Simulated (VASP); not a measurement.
# BAs in VASP: further runs

BAs is run at these levels: PBEsol; tasks: single point.

All numbers are computed with VASP 6.6.1; they aren't measurements. Logs are shortened: lines on timing, memory, paths and dates and some standing lists are left out, and cuts for length are marked.

### 1 The cell of the first run

The cell holds a slab with vacuum, 10 atoms: a = 3.371 Å, b = 3.371 Å, c = 25.728 Å, α = 90.00°, β = 90.00°, γ = 90.00°.

### 2 Single point, PBEsol

The input, INCAR:

```
ALGO = Normal ; DIPOL = 0.5 0.5 0.500
EDIFF = 1E-6 ; ENCUT = 520
GGA = PS ; IDIPOL = 3
ISIF = 2 ; ISMEAR = 0
LASPH = T ; LCHARG = F
LDIPOL = T ; LREAL = F
LWAVE = F ; NBANDS = 31
NELM = 80 ; PREC = Accurate
SIGMA = 0.05
```

The input, KPOINTS:

```
k-points
0
Gamma
  8 8 1
```

The input, POSCAR:

```
BAs
1.0
    3.3713973180      0.0000000000      0.0000000000
    0.0000000000      3.3713973180      0.0000000000
    0.0000000000      0.0000000000     25.7277205753
As B
5 5
Direct
    0.0000000000      0.5000000000      0.2915143601
    0.5000000000      0.0000000000      0.3841746445
    0.0000000000      0.5000000000      0.4768349289
    0.5000000000      0.0000000000      0.5694952133
    0.0000000000      0.5000000000      0.6621554977
    0.5000000000      0.5000000000      0.3378445023
    0.0000000000      0.0000000000      0.4305047867
    0.5000000000      0.5000000000      0.5231650711
    0.0000000000      0.0000000000      0.6158253555
    0.5000000000      0.5000000000      0.7084856399
```

Potentials or basis: VASP PAW PBE potentials, release 64 (As, B).

Command:

```console
$ cat potpaw_PBE.64/As/POTCAR potpaw_PBE.64/B/POTCAR > POTCAR
$ mpirun -np 1 vasp_std > vasp.out
```

OUTCAR:

```text
EDIFF = 1E-6
   ENCUT = 520
   GGA = PS
   ISIF = 2
   ISMEAR = 0
   LASPH = T
   LREAL = F
   NELM = 80
   PREC = Accurate

 ion  position               nearest neighbor table
   1  0.000  0.500  0.292-   6 2.06   6 2.06
   2  0.500  0.000  0.384-   6 2.06   7 2.06   6 2.06   7 2.06
   3  0.000  0.500  0.477-   7 2.06   7 2.06   8 2.06   8 2.06
   4  0.500  0.000  0.569-   8 2.06   9 2.06   8 2.06   9 2.06
   5  0.000  0.500  0.662-   9 2.06  10 2.06   9 2.06  10 2.06
   6  0.500  0.500  0.338-   1 2.06   2 2.06   2 2.06   1 2.06
   7  0.000  0.000  0.431-   2 2.06   3 2.06   3 2.06   2 2.06
   8  0.500  0.500  0.523-   4 2.06   4 2.06   3 2.06   3 2.06
   9  0.000  0.000  0.616-   4 2.06   5 2.06   5 2.06   4 2.06
  10  0.500  0.500  0.708-   5 2.06   5 2.06

  LATTYP: Found a simple tetragonal cell.
 ALAT       =     3.3713973180
 C/A-ratio  =     7.6311743021

  Lattice vectors:

 A1 = (   3.3713973180,   0.0000000000,   0.0000000000)
 A2 = (   0.0000000000,   3.3713973180,   0.0000000000)
 A3 = (   0.0000000000,   0.0000000000,  25.7277205753)

Analysis of symmetry for initial positions (statically):
=====================================================================
 Subroutine PRICEL returns:
 Original cell was already a primitive cell.

 Routine SETGRP: Setting up the symmetry group for a
 simple tetragonal supercell.

 Subroutine GETGRP returns: Found  4 space group operations
 (whereof  4 operations were pure point group operations)
 out of a pool of 16 trial point group operations.

The static configuration has the point symmetry C_2v.

Analysis of symmetry for dynamics (positions and initial velocities):
=====================================================================
 Subroutine PRICEL returns:
 Original cell was already a primitive cell.

 Routine SETGRP: Setting up the symmetry group for a
 simple tetragonal supercell.

 Subroutine GETGRP returns: Found  4 space group operations
 (whereof  4 operations were pure point group operations)
 out of a pool of 16 trial point group operations.

The dynamic configuration has the point symmetry C_2v.

 Subroutine INISYM returns: Found  4 space group operations
 (whereof  4 operations are pure point group operations),
 and found     1 'primitive' translations

----------------------------------------------------------------------------------------

                                     Primitive cell

  volume of cell :     292.4295

  direct lattice vectors                    reciprocal lattice vectors
     3.371397318  0.000000000  0.000000000     0.296612919  0.000000000  0.000000000
     0.000000000  3.371397318  0.000000000     0.000000000  0.296612919  0.000000000
     0.000000000  0.000000000 25.727720575     0.000000000  0.000000000  0.038868581

  length of vectors
     3.371397318  3.371397318 25.727720575     0.296612919  0.296612919  0.038868581

  position of ions in fractional coordinates (direct lattice)
     0.000000000  0.500000000  0.291514360
     0.500000000  0.000000000  0.384174644
     0.000000000  0.500000000  0.476834929
     0.500000000  0.000000000  0.569495213
     0.000000000  0.500000000  0.662155498
     0.500000000  0.500000000  0.337844502
     0.000000000  0.000000000  0.430504787
     0.500000000  0.500000000  0.523165071
     0.000000000  0.000000000  0.615825356
     0.500000000  0.500000000  0.708485640

  ion indices of the primitive-cell ions
   primitive index   ion index
                 1           1
                 2           2
                 3           3
                 4           4
                 5           5
                 6           6
                 7           7
                 8           8
                 9           9
                10          10

----------------------------------------------------------------------------------------

 KPOINTS: k-points

Automatic generation of k-mesh.
 Grid dimensions read from file:
 generate k-points for:    8    8    1

 Generating k-lattice:

  Cartesian coordinates                     Fractional coordinates (reciprocal lattice)
     0.037076615  0.000000000  0.000000000     0.125000000  0.000000000  0.000000000
     0.000000000  0.037076615  0.000000000     0.000000000  0.125000000  0.000000000
     0.000000000  0.000000000  0.038868581     0.000000000  0.000000000  1.000000000

  Length of vectors
     0.037076615  0.037076615  0.038868581

  Shift w.r.t. Gamma in fractional coordinates (k-lattice)
     0.000000000  0.000000000  0.000000000

 Subroutine IBZKPT returns following result:
 ===========================================

 Found     25 irreducible k-points:

 Following reciprocal coordinates:
            Coordinates               Weight
  0.000000  0.000000  0.000000      1.000000
  0.125000  0.000000  0.000000      2.000000
  0.000000  0.125000  0.000000      2.000000
  0.250000  0.000000  0.000000      2.000000
  0.000000  0.250000  0.000000      2.000000
  0.375000  0.000000  0.000000      2.000000
[... 16 lines left out ...]
  0.500000  0.375000  0.000000      2.000000
 -0.375000  0.500000  0.000000      2.000000
   k-points           NKPTS =     25   k-points in BZ     NKDIM =     25   number of bands    NBANDS=     31
   number of dos      NEDOS =    301   number of ions     NIONS =     10
   total plane-waves  NPLWV = 150528
   dimension x,y,z NGX =    28 NGY =   28 NGZ =  192
   dimension x,y,z NGXF=    56 NGYF=   56 NGZF=  384
   ions per type =               5   5
   NGX,Y,Z   is equivalent  to a cutoff of  13.81, 13.81, 12.41 a.u.
   NGXF,Y,Z  is equivalent  to a cutoff of  27.61, 27.61, 24.81 a.u.
 SYSTEM =  unknown system
   PREC   = accura    normal or accurate (medium, high low for compatibility)
   ISTART =      0    job   : 0-new  1-cont  2-samecut
   ICHARG =      2    charge: 1-file 2-atom 10-const
   ISPIN  =      1    spin polarized calculation?
   LNONCOLLINEAR =      F non collinear calculations
   LSORBIT =      F    spin-orbit coupling
   LASPH  =      T    aspherical Exc in radial PAW
   ENCUT  =  520.0 eV  38.22 Ry    6.18 a.u.   6.27  6.27 47.84*2*pi/ulx,y,z
   NELM   =     80;   NELMIN=  2; NELMDL= -5     # of ELM steps
   EDIFF  = 0.1E-05   stopping-criterion for ELM
   LREAL  =      F    real-space projection
   EDIFFG = 0.1E-04   stopping-criterion for IOM
   NSW    =      0    number of steps for IOM
   IBRION =     -1    ionic relax: 0-MD 1-quasi-New 2-CG
   NFREE  =      0    steps in history (QN), initial steepest desc. (CG)
   ISIF   =      2    stress and relaxation
   ISYM   =      2    0-nonsym 1-usesym 2-fastsym
   POTIM  = 0.5000    time-step for ionic-motion
   TEBEG  =    0.0;   TEEND  =   0.0 temperature during run
   PSTRESS=    0.0 pullay stress
   NELECT =      40.0000    total number of electrons
   NUPDOWN=      -1.0000    fix difference up-down
   EMIN   =  10.00;   EMAX   =-10.00  energy-range for DOS
   EFERMI =   0.00;   METHOD = LEGACY
   ISMEAR =     0;   SIGMA  =   0.05  broadening in eV -4-tet -1-fermi 0-gaus
   EFERMI_NEDOS =   21; number of points for ismear=-14 and -15
   IALGO  =     38    algorithm
   IMIX   =      4    mixing-type and parameters
     AMIX     =   0.40;   BMIX     =  1.00
     AMIX_MAG =   1.60;   BMIX_MAG =  1.00
  volume/ion in A,a.u.               =      29.24       197.34
  Fermi-wavevector in a.u.,A,eV,Ry     =   0.843505  1.593994  9.680559  0.711501
  Thomas-Fermi vector in A             =   1.958384
   LORBIT       =      0    0 simple, 1 ext, 2 COOP (PROOUT), +10 PAW based schemes
   GGA     = PS    functional components
   LHFCALC =     F    Hartree Fock is set to
   AEXX    =    0.0000 exact exchange contribution
   IVDW    =     0    specifies the selected vdW correction
   LEPSILON=     F    determine dielectric tensor
   LRPA    =     F    only Hartree local field effects (RPA)
 non-spin polarized calculation
 Gauss-broadening in eV      SIGMA  =   0.05
  energy-cutoff  :      520.00
  volume of cell :      292.43
 maximum number of plane-waves:      7924
 NGX is ok and might be reduce to    28
   NGX = 13   NGY = 13   NGZ = 95

 dipolmoment           0.000000      0.000000      0.004589 electrons x Angstroem

 number of electron      40.0000003 magnetization

 dipolmoment           0.000000      0.000000     -0.010489 electrons x Angstroem

 Free energy of the ion-electron system (eV)
  ---------------------------------------------------
  ext. energy  EPLUGINS =         0.00000000
  ---------------------------------------------------
  free energy    TOTEN  =       -56.35017501 eV

  energy without entropy =      -56.34126603  energy(sigma->0) =      -56.34572052

 E-fermi :  -0.4241     XC(G=0):  -5.7461

 val. band max:       -0.4318223414   @ k =   0.2500   0.0000   0.0000
 cond. band min:      -0.4108535506   @ k =  -0.1250   0.5000   0.0000
 fundamental gap:      0.0209687908
 Fermi energy:        -0.4241488724

 k-point     1 :       0.0000    0.0000    0.0000
  band No.  band energies     occupation
      1     -15.5699      2.00000
      2     -14.8132      2.00000
      3     -13.8467      2.00000
      4     -12.6791      2.00000
      5     -11.2202      2.00000
      6      -8.1329      2.00000
[... 23 lines left out ...]
     30       3.7411      0.00000
     31       4.4768      0.00000

 k-point     2 :       0.1250    0.0000    0.0000
  band No.  band energies     occupation
      1     -15.4000      2.00000
      2     -14.6497      2.00000
      3     -13.6971      2.00000
      4     -12.5606      2.00000
      5     -11.1028      2.00000
      6      -8.1175      2.00000
[... 23 lines left out ...]
     30       4.1492      0.00000
     31       4.6833      0.00000

 k-point     3 :       0.0000    0.1250    0.0000
  band No.  band energies     occupation
      1     -15.4003      2.00000
      2     -14.6506      2.00000
      3     -13.6998      2.00000
      4     -12.5689      2.00000
      5     -11.1758      2.00000
      6      -8.0529      2.00000
[... 23 lines left out ...]
     30       3.9718      0.00000
     31       4.2202      0.00000

 k-point     4 :       0.2500    0.0000    0.0000
  band No.  band energies     occupation
      1     -14.8998      2.00000
      2     -14.1759      2.00000
      3     -13.2842      2.00000
      4     -12.2974      2.00000
      5     -10.8399      2.00000
      6      -8.2716      2.00000
[... 23 lines left out ...]
     30       4.6726      0.00000
     31       5.4358      0.00000

 k-point     5 :       0.0000    0.2500    0.0000
  band No.  band energies     occupation
      1     -14.9012      2.00000
      2     -14.1790      2.00000
      3     -13.2927      2.00000
      4     -12.3245      2.00000
      5     -11.1581      2.00000
      6      -8.0402      2.00000
[... 23 lines left out ...]
     30       4.9379      0.00000
     31       5.1609      0.00000
[... 542 lines left out ...]
     30       5.1112      0.00000
     31       6.3108      0.00000

 k-point    22 :       0.3750    0.3750    0.0000
  band No.  band energies     occupation
      1     -12.7248      2.00000
      2     -12.1960      2.00000
      3     -11.7588      2.00000
      4     -11.4831      2.00000
      5     -10.1684      2.00000
      6      -8.5226      2.00000
[... 23 lines left out ...]
     30       5.1565      0.00000
     31       5.6257      0.00000

 k-point    23 :       0.5000    0.3750    0.0000
  band No.  band energies     occupation
      1     -11.9886      2.00000
      2     -11.8701      2.00000
      3     -11.7272      2.00000
      4     -11.4227      2.00000
      5      -9.8691      2.00000
      6      -8.3890      2.00000
[... 23 lines left out ...]
     30       4.8264      0.00000
     31       5.8505      0.00000

 k-point    24 :      -0.3750    0.5000    0.0000
  band No.  band energies     occupation
      1     -11.9964      2.00000
      2     -11.8546      2.00000
      3     -11.7104      2.00000
      4     -11.4479      2.00000
      5     -10.1859      2.00000
      6      -8.3968      2.00000
[... 23 lines left out ...]
     30       4.8092      0.00000
     31       5.6025      0.00000

 [... further k-points ...]

------------------------ aborting loop because EDIFF is reached ----------------------------------------

 vacuum level on the upper side and lower side of the slab       (xc-potential included)        -0.211        -0.033

  FORCE on cell =-STRESS in cart. coord.  units (eV):
  Direction    XX          YY          ZZ          XY          YZ          ZX
  --------------------------------------------------------------------------------------
  -------------------------------------------------------------------------------------
  Total       -0.1876490     -3.7891919     -0.9300199      0.0000000      0.0000000      0.0000000
  in kB       -1.0281008    -20.7604133     -5.0954394      0.0000000      0.0000000      0.0000000
  external PRESSURE =      -8.9613178 kB  Pullay stress =       0.0000000 kB

 VOLUME and BASIS-vectors are now :
 -----------------------------------------------------------------------------
  energy-cutoff  :      520.00
  volume of cell :      292.43
      direct lattice vectors                 reciprocal lattice vectors
     3.371397318  0.000000000  0.000000000     0.296612919  0.000000000  0.000000000
     0.000000000  3.371397318  0.000000000     0.000000000  0.296612919  0.000000000
     0.000000000  0.000000000 25.727720575     0.000000000  0.000000000  0.038868581

 POSITION                                       TOTAL-FORCE (eV/Angst)
 -----------------------------------------------------------------------------------
      0.00000      1.68570      7.50000         0.000000      0.000000     -0.240614
      1.68570      0.00000      9.88394         0.000000      0.000000      0.062069
      0.00000      1.68570     12.26788         0.000000      0.000000     -0.094622
      1.68570      0.00000     14.65181         0.000000      0.000000      0.180586
      0.00000      1.68570     17.03575         0.000000      0.000000      1.434778
      1.68570      1.68570      8.69197         0.000000      0.000000      0.153121
      0.00000      0.00000     11.07591         0.000000      0.000000      0.042007
      1.68570      1.68570     13.45984         0.000000      0.000000     -0.027629
      0.00000      0.00000     15.84378         0.000000      0.000000     -0.191090
      1.68570      1.68570     18.22772         0.000000      0.000000     -1.318608
 -----------------------------------------------------------------------------------
    total drift:                                0.000000      0.000000     -0.000035

  FREE ENERGIE OF THE ION-ELECTRON SYSTEM (eV)
  ---------------------------------------------------
  free  energy   TOTEN  =       -56.3501750082 eV

  energy  without entropy=      -56.3412660317  energy(sigma->0) =      -56.34572052

 vacuum level on the upper side and lower side of the slab         5.238         5.423
```

Run time: 6.6 min. Hardware: 1 thread of Intel Xeon 6975P-C (Granite Rapids), shared host; peak memory 0.48 GiB.

What came out:

| Quantity | Value |
| --- | --- |
| Free energy | -56.3502 eV |
| Largest force | 1.435 eV/Å |
| Band gap on the k mesh | zero (band 20 reaches 0.00 eV, above the bottom of band 21 at -0.84 eV) |

Forces on the atoms (eV/Å):
```
As   0.000  0.000 -0.241
As   0.000  0.000  0.062
As   0.000  0.000 -0.095
As   0.000  0.000  0.181
As   0.000  0.000  1.435
B    0.000  0.000  0.153
B    0.000  0.000  0.042
B    0.000  0.000 -0.028
B    0.000  0.000 -0.191
B    0.000  0.000 -1.319
```

Caveat: the PAW data sets were made with another functional, which shifts forces and pressure a little.

(Continued in part 2 of 2.)
